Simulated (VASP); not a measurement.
# Ca (P6_3/mmc) in VASP: a series of runs, part 2 of 2

VASP 6.6.1. Earlier steps stand in the parts before.

## (3) Single point, r2SCAN (45.88 Å³/atom)

This run uses another cell than the first one, of 45.88 Å³/atom.

POSCAR reads:

```
Ca
1.0
    4.0136050591      0.0000000000      0.0000000000
   -2.0068025295      3.4758839419      0.0000000000
    0.0000000000      0.0000000000     13.1536105068
Ca
4
Direct
    0.0000000000      0.0000000000      0.0000000000
    0.3333333333      0.6666666667      0.2500000000
    0.0000000000      0.0000000000      0.5000000000
    0.6666666667      0.3333333333      0.7500000000
```

INCAR.step1 reads:

```
ALGO = Normal
EDIFF = 1E-4
ENCUT = 520
GGA = PE
ISMEAR = 0
LASPH = True
LCHARG = False
LREAL = False
LWAVE = True
NBANDS = 28
NELM = 60
PREC = Accurate
SIGMA = 0.1
```

INCAR.step2 reads:

```
ALGO = Normal
EDIFF = 1E-6
ENCUT = 520
ISIF = 2
ISMEAR = 0
ISTART = 1
LASPH = True
LCHARG = False
LMIXTAU = True
LREAL = False
LWAVE = False
METAGGA = R2SCAN
NBANDS = 28
NELM = 60
PREC = Accurate
SIGMA = 0.1
```

KPOINTS reads:

```
k-points
0
Gamma
  12 12 4
```

Potentials or basis: VASP PAW PBE potentials, release 64 (Ca_sv).

On the command line:

```sh
$ cat potpaw_PBE.64/Ca_sv/POTCAR > POTCAR
$ cp INCAR.step1 INCAR
$ mpirun -np 1 vasp_std > vasp.out
$ cp INCAR.step2 INCAR
$ mpirun -np 1 vasp_std > vasp.out
```

OUTCAR:

```text
EDIFF = 1E-6
   ENCUT = 520
   ISIF = 2
   ISMEAR = 0
   ISTART = 1
   LASPH = True
   LREAL = False
   METAGGA = R2SCAN
   NELM = 60
   PREC = Accurate

 ion  position               nearest neighbor table
   1  0.000  0.000  0.000-
   2  0.333  0.667  0.250-
   3  0.000  0.000  0.500-
   4  0.667  0.333  0.750-

  LATTYP: Found a hexagonal cell.
 ALAT       =     4.0136050591
 C/A-ratio  =     3.2772558119

  Lattice vectors:

 A1 = (   4.0136050591,   0.0000000000,   0.0000000000)
 A2 = (  -2.0068025295,   3.4758839419,   0.0000000000)
 A3 = (   0.0000000000,   0.0000000000,  13.1536105068)

Analysis of symmetry for initial positions (statically):
=====================================================================
 Subroutine PRICEL returns:
 Original cell was already a primitive cell.

 Routine SETGRP: Setting up the symmetry group for a
 hexagonal supercell.

 Subroutine GETGRP returns: Found 24 space group operations
 (whereof 12 operations were pure point group operations)
 out of a pool of 24 trial point group operations.

The static configuration has the point symmetry D_3d.
 The point group associated with its full space group is D_6h.

Analysis of symmetry for dynamics (positions and initial velocities):
=====================================================================
 Subroutine PRICEL returns:
 Original cell was already a primitive cell.

 Routine SETGRP: Setting up the symmetry group for a
 hexagonal supercell.

 Subroutine GETGRP returns: Found 24 space group operations
 (whereof 12 operations were pure point group operations)
 out of a pool of 24 trial point group operations.

The dynamic configuration has the point symmetry D_3d.
 The point group associated with its full space group is D_6h.

 Subroutine INISYM returns: Found 24 space group operations
 (whereof 12 operations are pure point group operations),
 and found     1 'primitive' translations

----------------------------------------------------------------------------------------

                                     Primitive cell

  volume of cell :     183.5037

  direct lattice vectors                    reciprocal lattice vectors
     4.013605059  0.000000000  0.000000000     0.249152566  0.143848301  0.000000000
    -2.006802529  3.475883942  0.000000000     0.000000000  0.287696602  0.000000000
     0.000000000  0.000000000 13.153610507     0.000000000  0.000000000  0.076024754

  length of vectors
     4.013605059  4.013605059 13.153610507     0.287696602  0.287696602  0.076024754

  position of ions in fractional coordinates (direct lattice)
     0.000000000  0.000000000  0.000000000
     0.333333333  0.666666667  0.250000000
     0.000000000  0.000000000  0.500000000
     0.666666667  0.333333333  0.750000000

  ion indices of the primitive-cell ions
   primitive index   ion index
                 1           1
                 2           2
                 3           3
                 4           4

----------------------------------------------------------------------------------------

 KPOINTS: k-points

Automatic generation of k-mesh.
 Grid dimensions read from file:
 generate k-points for:   12   12    4

 Generating k-lattice:

  Cartesian coordinates                     Fractional coordinates (reciprocal lattice)
     0.020762714  0.011987358  0.000000000     0.083333333  0.000000000  0.000000000
     0.000000000  0.023974717  0.000000000     0.000000000  0.083333333  0.000000000
     0.000000000  0.000000000  0.019006188     0.000000000  0.000000000  0.250000000

  Length of vectors
     0.023974717  0.023974717  0.019006188

  Shift w.r.t. Gamma in fractional coordinates (k-lattice)
     0.000000000  0.000000000  0.000000000

 Subroutine IBZKPT returns following result:
 ===========================================

 Found     57 irreducible k-points:

 Following reciprocal coordinates:
            Coordinates               Weight
  0.000000  0.000000  0.000000      1.000000
  0.083333  0.000000  0.000000      6.000000
  0.166667  0.000000  0.000000      6.000000
  0.250000  0.000000  0.000000      6.000000
  0.333333  0.000000  0.000000      6.000000
  0.416667  0.000000  0.000000      6.000000
[... 16 lines left out ...]
  0.250000  0.000000  0.250000     12.000000
  0.333333  0.000000  0.250000     12.000000
 [... further k-points ...]
   k-points           NKPTS =     57   k-points in BZ     NKDIM =     57   number of bands    NBANDS=     28
   number of dos      NEDOS =    301   number of ions     NIONS =      4
   total plane-waves  NPLWV =  88200
   dimension x,y,z NGX =    30 NGY =   30 NGZ =   98
   dimension x,y,z NGXF=    60 NGYF=   60 NGZF=  196
   ions per type =               4
   NGX,Y,Z   is equivalent  to a cutoff of  12.43, 12.43, 12.39 a.u.
   NGXF,Y,Z  is equivalent  to a cutoff of  24.85, 24.85, 24.77 a.u.
 SYSTEM =  unknown system
   PREC   = accura    normal or accurate (medium, high low for compatibility)
   ISTART =      1    job   : 0-new  1-cont  2-samecut
   ICHARG =      0    charge: 1-file 2-atom 10-const
   ISPIN  =      1    spin polarized calculation?
   LNONCOLLINEAR =      F non collinear calculations
   LSORBIT =      F    spin-orbit coupling
   LASPH  =      T    aspherical Exc in radial PAW
   ENCUT  =  520.0 eV  38.22 Ry    6.18 a.u.   7.46  7.46 24.46*2*pi/ulx,y,z
   NELM   =     60;   NELMIN=  2; NELMDL=  0     # of ELM steps
   EDIFF  = 0.1E-05   stopping-criterion for ELM
   LREAL  =      F    real-space projection
   EDIFFG = 0.1E-04   stopping-criterion for IOM
   NSW    =      0    number of steps for IOM
   IBRION =     -1    ionic relax: 0-MD 1-quasi-New 2-CG
   NFREE  =      0    steps in history (QN), initial steepest desc. (CG)
   ISIF   =      2    stress and relaxation
   ISYM   =      2    0-nonsym 1-usesym 2-fastsym
   POTIM  = 0.5000    time-step for ionic-motion
   TEBEG  =    0.0;   TEEND  =   0.0 temperature during run
   PSTRESS=    0.0 pullay stress
   NELECT =      40.0000    total number of electrons
   NUPDOWN=      -1.0000    fix difference up-down
   EMIN   =  10.00;   EMAX   =-10.00  energy-range for DOS
   EFERMI =   0.00;   METHOD = LEGACY
   ISMEAR =     0;   SIGMA  =   0.10  broadening in eV -4-tet -1-fermi 0-gaus
   EFERMI_NEDOS =   21; number of points for ismear=-14 and -15
   IALGO  =     38    algorithm
   IMIX   =      4    mixing-type and parameters
     AMIX     =   0.40;   BMIX     =  1.00
     AMIX_MAG =   1.60;   BMIX_MAG =  1.00
  volume/ion in A,a.u.               =      45.88       309.59
  Fermi-wavevector in a.u.,A,eV,Ry     =   0.985250  1.861853 13.207420  0.970718
  Thomas-Fermi vector in A             =   2.116543
   LORBIT       =      0    0 simple, 1 ext, 2 COOP (PROOUT), +10 PAW based schemes
   METAGGA = R2SCAN    functional components
   LHFCALC =     F    Hartree Fock is set to
   AEXX    =    0.0000 exact exchange contribution
   IVDW    =     0    specifies the selected vdW correction
   LEPSILON=     F    determine dielectric tensor
   LRPA    =     F    only Hartree local field effects (RPA)
 non-spin polarized calculation
 Gauss-broadening in eV      SIGMA  =   0.10
  energy-cutoff  :      520.00
  volume of cell :      183.50
 maximum number of plane-waves:      5023
 NGX is ok and might be reduce to    30
   NGX = 15   NGY = 15   NGZ = 49

 number of electron      40.0000010 magnetization

 Free energy of the ion-electron system (eV)
  ---------------------------------------------------
  ext. energy  EPLUGINS =         0.00000000
  ---------------------------------------------------
  free energy    TOTEN  =       -28.08976722 eV

  energy without entropy =      -28.06334018  energy(sigma->0) =      -28.07655370

 E-fermi :   1.7192     XC(G=0):  -7.9509

 val. band max:        1.7149888540   @ k =   0.3333   0.1667   0.0000
 cond. band min:       1.7253434017   @ k =   0.3333   0.2500   0.2500
 fundamental gap:      0.0103545477
 Fermi energy:         1.7191827077

 k-point     1 :       0.0000    0.0000    0.0000
  band No.  band energies     occupation
      1     -42.2973      2.00000
      2     -42.2934      2.00000
      3     -42.2915      2.00000
      4     -42.2875      2.00000
      5     -22.4372      2.00000
      6     -22.3858      2.00000
[... 20 lines left out ...]
     27       4.2197      0.00000
[... 691 lines left out ...]
      6     -22.4163      2.00000
[... 20 lines left out ...]
     27       3.8224      0.00000
     28       4.0083      0.00000

 [... further k-points ...]

------------------------ aborting loop because EDIFF is reached ----------------------------------------

  FORCE on cell =-STRESS in cart. coord.  units (eV):
  Direction    XX          YY          ZZ          XY          YZ          ZX
  --------------------------------------------------------------------------------------
  -------------------------------------------------------------------------------------
  Total       -1.0011620     -1.0011620     -1.0843263     -0.0000000     -0.0000000     -0.0000000
  in kB       -8.7411799     -8.7411799     -9.4672906     -0.0000000     -0.0000000     -0.0000000
  external PRESSURE =      -8.9832168 kB  Pullay stress =       0.0000000 kB

 VOLUME and BASIS-vectors are now :
 -----------------------------------------------------------------------------
  energy-cutoff  :      520.00
  volume of cell :      183.50
      direct lattice vectors                 reciprocal lattice vectors
     4.013605059  0.000000000  0.000000000     0.249152566  0.143848301  0.000000000
    -2.006802529  3.475883942  0.000000000     0.000000000  0.287696602  0.000000000
     0.000000000  0.000000000 13.153610507     0.000000000  0.000000000  0.076024754

 POSITION                                       TOTAL-FORCE (eV/Angst)
 -----------------------------------------------------------------------------------
      0.00000      0.00000      0.00000        -0.000000     -0.000000     -0.000000
     -0.00000      2.31726      3.28840        -0.000000     -0.000000      0.000000
      0.00000      0.00000      6.57681        -0.000000     -0.000000     -0.000000
      2.00680      1.15863      9.86521         0.000000      0.000000     -0.000000
 -----------------------------------------------------------------------------------
    total drift:                               -0.000000      0.000000      0.000000

  FREE ENERGIE OF THE ION-ELECTRON SYSTEM (eV)
  ---------------------------------------------------
  free  energy   TOTEN  =       -28.0897672216 eV

  energy  without entropy=      -28.0633401755  energy(sigma->0) =      -28.07655370
```

It took 37 min on 1 thread of Intel Xeon 8259CL, shared host; peak memory 0.46 GiB.

Results:

```
Free energy            : -28.0898 eV
Pressure               : -0.9 GPa
Band gap on the k mesh : zero (bands 20 and 21 overlap by 0.73 eV)
```

Levels at points of the mesh, in eV from the Fermi level:
```csv
k point,band 18,band 19,band 20,band 21,band 22,band 23
"(0.00, 0.00, 0.00)",-3.17,-3.17,-0.97,-0.40,1.54,1.56
"(0.50, 0.00, 0.00)",-0.91,-0.60,-0.55,-0.12,-0.05,0.57
"(0.00, 0.00, 0.50)",-3.92,-2.04,-2.04,0.58,0.58,2.25
"(0.50, 0.00, 0.50)",-0.95,-0.70,-0.70,0.08,0.08,0.53
```

Caveat: the PAW data sets were made with another functional, which shifts forces and pressure a little.
